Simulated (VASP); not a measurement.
# HfZrSe4 (I-42m) in VASP: single point with PBE

Aim: the single point of HfZrSe4 with PBE.

Everything below comes from runs of VASP 6.6.1. Logs are shortened: lines on timing, memory, paths and dates and some standing lists are left out, and cuts for length are marked.

## 1. The cell of the first run

It takes space group I-42m (No. 121, tetragonal). The conventional cell has a = 5.697 Å, b = 5.697 Å, c = 13.558 Å, α = 90.00°, β = 90.00°, γ = 90.00°. Zr (site symmetry -42m) has 4 Se at 2.55 Å within 3.4 Å. Within 3.3 Å of Hf (site symmetry -42m) lie 4 Se at 2.53 Å. Se (site symmetry m) has 1 Hf at 2.53 Å and 1 Zr at 2.55 Å within 3.3 Å.

The cell was generated, and may not be a known phase.

## 2. Single point, PBE

INCAR

```
ALGO = Normal ; EDIFF = 1E-6
ENCUT = 520 ; GGA = PE
ISIF = 2 ; ISMEAR = 0
LASPH = True ; LCHARG = False
LREAL = False ; LWAVE = False
NBANDS = 32 ; NELM = 100
PREC = Accurate ; SIGMA = 0.02
```

KPOINTS

```
k-points
0
Gamma
  8 8 8
```

POSCAR

```
HfZrSe4
1.0
   -2.8485019524      2.8485019524      6.7791396835
    2.8485019524     -2.8485019524      6.7791396835
    2.8485019524      2.8485019524     -6.7791396835
Zr Hf Se
1 1 4
Direct
    0.5000000000      0.5000000000      0.0000000000
    0.0000000000      0.0000000000      0.0000000000
    0.1339322682      0.1339322682      0.4969925596
    0.8660677318      0.3630602915      0.0000000000
    0.3630602915      0.8660677318      0.0000000000
    0.6369397085      0.6369397085      0.5030074404
```

Potentials or basis: VASP PAW PBE potentials, release 64 (Zr_sv, Hf_pv, Se).

Command:

```
> cat potpaw_PBE.64/Zr_sv/POTCAR potpaw_PBE.64/Hf_pv/POTCAR potpaw_PBE.64/Se/POTCAR > POTCAR
> mpirun -np 1 vasp_std > vasp.out
```

OUTCAR:

```text
EDIFF = 1E-6
   ENCUT = 520
   GGA = PE
   ISIF = 2
   ISMEAR = 0
   LASPH = True
   LREAL = False
   NELM = 100
   PREC = Accurate

 ion  position               nearest neighbor table
   1  0.500  0.500  0.000-   3 2.55   5 2.55   4 2.55   6 2.55
   2  0.000  0.000  0.000-   3 2.53   4 2.53   5 2.53   6 2.53
   3  0.134  0.134  0.497-   2 2.53   1 2.55
   4  0.866  0.363  0.000-   2 2.53   1 2.55
   5  0.363  0.866  0.000-   2 2.53   1 2.55
   6  0.637  0.637  0.503-   2 2.53   1 2.55

  LATTYP: Found a body centered tetragonal cell.
 ALAT       =     5.6970039048
 C/A-ratio  =     2.3798964497

  Lattice vectors:

 A1 = (  -2.8485019524,   2.8485019524,   6.7791396835)
 A2 = (   2.8485019524,  -2.8485019524,   6.7791396835)
 A3 = (   2.8485019524,   2.8485019524,  -6.7791396835)

Analysis of symmetry for initial positions (statically):
=====================================================================
 Subroutine PRICEL returns:
 Original cell was already a primitive cell.

 Routine SETGRP: Setting up the symmetry group for a
 body centered tetragonal supercell.

 Subroutine GETGRP returns: Found  8 space group operations
 (whereof  8 operations were pure point group operations)
 out of a pool of 16 trial point group operations.

The static configuration has the point symmetry D_2d.

Analysis of symmetry for dynamics (positions and initial velocities):
=====================================================================
 Subroutine PRICEL returns:
 Original cell was already a primitive cell.

 Routine SETGRP: Setting up the symmetry group for a
 body centered tetragonal supercell.

 Subroutine GETGRP returns: Found  8 space group operations
 (whereof  8 operations were pure point group operations)
 out of a pool of 16 trial point group operations.

The dynamic configuration has the point symmetry D_2d.

 Subroutine INISYM returns: Found  8 space group operations
 (whereof  8 operations are pure point group operations),
 and found     1 'primitive' translations

----------------------------------------------------------------------------------------

                                     Primitive cell

  volume of cell :     220.0228

[... 88 lines left out ...]
   ISTART =      0    job   : 0-new  1-cont  2-samecut
   ICHARG =      2    charge: 1-file 2-atom 10-const
   ISPIN  =      1    spin polarized calculation?
   LNONCOLLINEAR =      F non collinear calculations
   LSORBIT =      F    spin-orbit coupling
   LASPH  =      T    aspherical Exc in radial PAW
   ENCUT  =  520.0 eV  38.22 Ry    6.18 a.u.  14.66 14.66 14.66*2*pi/ulx,y,z
   NELM   =    100;   NELMIN=  2; NELMDL= -5     # of ELM steps
   EDIFF  = 0.1E-05   stopping-criterion for ELM
   LREAL  =      F    real-space projection
   EDIFFG = 0.1E-04   stopping-criterion for IOM
   NSW    =      0    number of steps for IOM
   IBRION =     -1    ionic relax: 0-MD 1-quasi-New 2-CG
   NFREE  =      0    steps in history (QN), initial steepest desc. (CG)
   ISIF   =      2    stress and relaxation
   ISYM   =      2    0-nonsym 1-usesym 2-fastsym
   POTIM  = 0.5000    time-step for ionic-motion
   TEBEG  =    0.0;   TEEND  =   0.0 temperature during run
   PSTRESS=    0.0 pullay stress
   NELECT =      46.0000    total number of electrons
   NUPDOWN=      -1.0000    fix difference up-down
   EMIN   =  10.00;   EMAX   =-10.00  energy-range for DOS
   EFERMI =   0.00;   METHOD = LEGACY
   ISMEAR =     0;   SIGMA  =   0.02  broadening in eV -4-tet -1-fermi 0-gaus
   EFERMI_NEDOS =   21; number of points for ismear=-14 and -15
   IALGO  =     38    algorithm
   IMIX   =      4    mixing-type and parameters
     AMIX     =   0.40;   BMIX     =  1.00
     AMIX_MAG =   1.60;   BMIX_MAG =  1.00
  volume/ion in A,a.u.               =      36.67       247.46
  Fermi-wavevector in a.u.,A,eV,Ry     =   0.971639  1.836131 12.845018  0.944082
  Thomas-Fermi vector in A             =   2.101872
   LORBIT       =      0    0 simple, 1 ext, 2 COOP (PROOUT), +10 PAW based schemes
   GGA     = PE    functional components
   LHFCALC =     F    Hartree Fock is set to
   AEXX    =    0.0000 exact exchange contribution
   IVDW    =     0    specifies the selected vdW correction
   LEPSILON=     F    determine dielectric tensor
   LRPA    =     F    only Hartree local field effects (RPA)
 non-spin polarized calculation
 Gauss-broadening in eV      SIGMA  =   0.02
  energy-cutoff  :      520.00
  volume of cell :      220.02
 maximum number of plane-waves:      5951
   NGX = 29   NGY = 29   NGZ = 29

 number of electron      46.0000000 magnetization

 Free energy of the ion-electron system (eV)
  ---------------------------------------------------
  ext. energy  EPLUGINS =         0.00000000
  ---------------------------------------------------
  free energy    TOTEN  =       -38.62657301 eV

  energy without entropy =      -38.62657301  energy(sigma->0) =      -38.62657301

 E-fermi :   0.5842     XC(G=0):  -7.6830

 val. band max:        0.3934840774   @ k =   0.5000   0.5000   0.5000
 cond. band min:       1.9819731484   @ k =  -0.3750   0.3750   0.3750
 fundamental gap:      1.5884890709
 Fermi energy:         0.5842375622

 k-point     1 :       0.0000    0.0000    0.0000
  band No.  band energies     occupation
      1     -48.4649      2.00000
      2     -30.3186      2.00000
      3     -30.2219      2.00000
      4     -30.2219      2.00000
      5     -26.5917      2.00000
      6     -26.4774      2.00000
[... 829 lines left out ...]
     31       4.6885      0.00000
     32       5.1529      0.00000

 [... further k-points ...]
[... 5 lines left out ...]
  --------------------------------------------------------------------------------------
  -------------------------------------------------------------------------------------
  Total       -0.0793887     -0.0793887     -0.0488608      0.0000000      0.0000000      0.0000000
  in kB       -0.5780981     -0.5780981     -0.3557978      0.0000000      0.0000000      0.0000000
  external PRESSURE =      -0.5039980 kB  Pullay stress =       0.0000000 kB

 VOLUME and BASIS-vectors are now :
 -----------------------------------------------------------------------------
  energy-cutoff  :      520.00
  volume of cell :      220.02
      direct lattice vectors                 reciprocal lattice vectors
    -2.848501952  2.848501952  6.779139684     0.000000000  0.175530861  0.073755672
     2.848501952 -2.848501952  6.779139684     0.175530861  0.000000000  0.073755672
     2.848501952  2.848501952 -6.779139684     0.175530861  0.175530861  0.000000000

 POSITION                                       TOTAL-FORCE (eV/Angst)
 -----------------------------------------------------------------------------------
      0.00000      0.00000      6.77914         0.000000      0.000000     -0.000000
      0.00000      0.00000      0.00000         0.000000      0.000000     -0.000000
      1.41568      1.41568     -1.55329        -0.029910     -0.029910      0.008024
     -1.43282      1.43282      8.33243        -0.029910      0.029910     -0.008024
      1.43282     -1.43282      8.33243         0.029910     -0.029910     -0.008024
      1.43282      1.43282      5.22585         0.029910      0.029910      0.008024
 -----------------------------------------------------------------------------------
    total drift:                                0.000000      0.000000      0.000000

  FREE ENERGIE OF THE ION-ELECTRON SYSTEM (eV)
  ---------------------------------------------------
  free  energy   TOTEN  =       -38.6265730064 eV

  energy  without entropy=      -38.6265730064  energy(sigma->0) =      -38.62657301
```

Run time: 26 min. Hardware: 1 thread of Intel Xeon 8259CL, shared host; peak memory 0.78 GiB.

Results:

| Property | Result |
| --- | --- |
| Free energy | -38.6266 eV |
| Pressure | -0.1 GPa |
| Largest force | 0.043 eV/Å |
| Band gap on the k mesh | 1.59 eV (least direct gap 1.70 eV) |

Forces in eV/Å, atoms in the order of the input:
```
Zr   0.000  0.000  0.000
Hf   0.000  0.000  0.000
Se  -0.030 -0.030  0.008
Se  -0.030  0.030 -0.008
Se   0.030 -0.030 -0.008
Se   0.030  0.030  0.008
```

Caveat: spin-orbit coupling is left out, which moves the levels of the heavy elements.
